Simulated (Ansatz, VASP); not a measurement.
## SiC in VASP and in Ansatz

Contents of INCAR:

```
SYSTEM = SiC
ALGO     = Normal         ! electronic algorithm
EDIFF    = 1E-7           ! SCF threshold, eV
ENCUT    = 520            ! plane-wave cutoff, eV
ISIF     = 2              ! what is computed and relaxed
ISMEAR   = 0              ! smearing method
LASPH    = .TRUE.         ! aspherical terms in the spheres
LCHARG   = .FALSE.        ! write CHGCAR
LREAL    = .FALSE.        ! projectors in reciprocal space
LWAVE    = .FALSE.        ! write WAVECAR
NBANDS   = 11             ! bands
NELM     = 60             ! most SCF steps
PREC     = Accurate       ! precision mode
SIGMA    = 0.05           ! smearing width, eV
```

The input KPOINTS:

```
k-points
0
G
  12 12 12
  0 0 0
```

The input POSCAR:

```
SiC
1.0
   -0.4711365843      1.9657767828      1.9657767828
    1.9657767828     -0.4711365843      1.9657767828
    1.9657767828      1.9657767828     -0.4711365843
Si C
1 1
Direct
    0.0000000000      0.0000000000      0.0000000000
    0.7500000000      0.7500000000      0.7500000000
```

Input for Ansatz:

```yaml
crystal:
  lattice:
    - [-0.4711365843, 1.9657767828, 1.9657767828]
    - [1.9657767828, -0.4711365843, 1.9657767828]
    - [1.9657767828, 1.9657767828, -0.4711365843]
  atoms:
    - { symbol: Si, position: [0.0, 0.0, 0.0] }
    - { symbol: C, position: [0.75, 0.75, 0.75] }
basis:
  ecutwfc: 420
kpoints:
  mp_grid: { grid: [12, 12, 12] }
hamiltonian:
  xc: lda
scf:
  occupations: { method: gaussian, width: 0.05 }
output:
  forces: true
  stress: true
  eigenvalues: true
```

Alike in both runs: task single point; functional LDA; k mesh 12 × 12 × 12; occupations gaussian, width 0.05 eV; no spin polarisation.

|  | VASP | Ansatz |
| --- | --- | --- |
| version | VASP 6.6.1 | Ansatz 0.2.0 |
| potentials or method | VASP PAW LDA potentials, release 64 (Si, C), cutoff 520 eV | scalar-relativistic, plane waves, PAW |
| valence electrons in the cell | 8 | 8 |

```tsv
	VASP	Ansatz	Ansatz less VASP
gap on the k mesh at the Fermi level (eV)	0.09	0.11	+0.026
least direct gap on the mesh (eV)	0.97	0.99	+0.020
rms of the force components (eV/Å)	7.117	7.156	+0.0383
```

LDA's correlation is that of Perdew and Zunger in VASP and of Perdew and Wang (1992) in Ansatz. Atom by atom the forces differ by 0.038 eV/Å (rms over components).
